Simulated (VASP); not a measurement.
Here is a VASP 6.6.1 calculation.

Contents of INCAR:

```
PREC = Accurate ; ENCUT = 600
EDIFF = 1E-6 ; ISMEAR = 0
SIGMA = 0.1 ; LREAL = False
LASPH = True ; NELM = 100
ALGO = Fast ; ISIF = 3
LWAVE = False ; LCHARG = False
GGA = PE ; IBRION = 2
NSW = 90 ; EDIFFG = -0.04
```

File KPOINTS:

```
Automatic mesh
0
Gamma
  3 3 4
```

File POSCAR:

```
Cs2TaGa
1.0
    6.0664594900      0.0000000000      0.0000000000
   -3.0332297500      5.2537080300      0.0000000000
    0.0000000000      0.0000000000      4.7581473300
Cs Ta Ga
2 1 1
Direct
    0.3333333300      0.6666666700      0.0000000000
    0.6666666700      0.3333333300      0.0000000000
    0.0000000000      0.0000000000      0.5000000000
    0.0000000000      0.0000000000      0.0000000000
```

Potentials or basis: VASP PAW PBE potentials, release 64 (Cs_sv, Ta_pv, Ga_d).

The run is started by

```console
$ cat potpaw_PBE.64/Cs_sv/POTCAR potpaw_PBE.64/Ta_pv/POTCAR potpaw_PBE.64/Ga_d/POTCAR > POTCAR
$ mpirun -np 1 vasp_std > vasp.out
```

**Question.** What does it give for the relaxed cell?

**Answer.** a = 6.872 Å, b = 6.872 Å, c = 5.055 Å, α = 90.00°, β = 90.00°, γ = 120.00°.

**Question.** Estimate the space group after relaxing (to 0.1 Å).

**Answer.** P6/mmm (No. 191).

**Question.** Predict the relaxed volume.

**Answer.** 51.68 Å³/atom.

**Question.** What does it give for the band gap on the k mesh?

**Answer.** Zero (bands 21 and 22 overlap by 0.25 eV).

The path:
```
step  energy change (eV)  largest force (eV/Å)  pressure (GPa)  volume (Å³)
   1              0.0000                0.0000            7.38       151.65
   2             -0.6555                0.0000           -0.29       193.20
   3             -0.6780                0.0000            0.66       184.59
   4             -0.8717                0.0000            0.33       196.22
   5             -0.9001                0.0000            0.31       204.72
   6             -0.9015                0.0000            0.31       203.30
   7             -0.9048                0.0000           -0.08       207.70
   8             -0.9050                0.0000            0.01       206.73
```

Caveat: the k points lie up to 0.35 Å⁻¹ apart in the final cell; the volume moved by over 15 % at a fixed basis, so the end points are rough; spin-orbit coupling is left out, which moves the levels of the heavy elements.
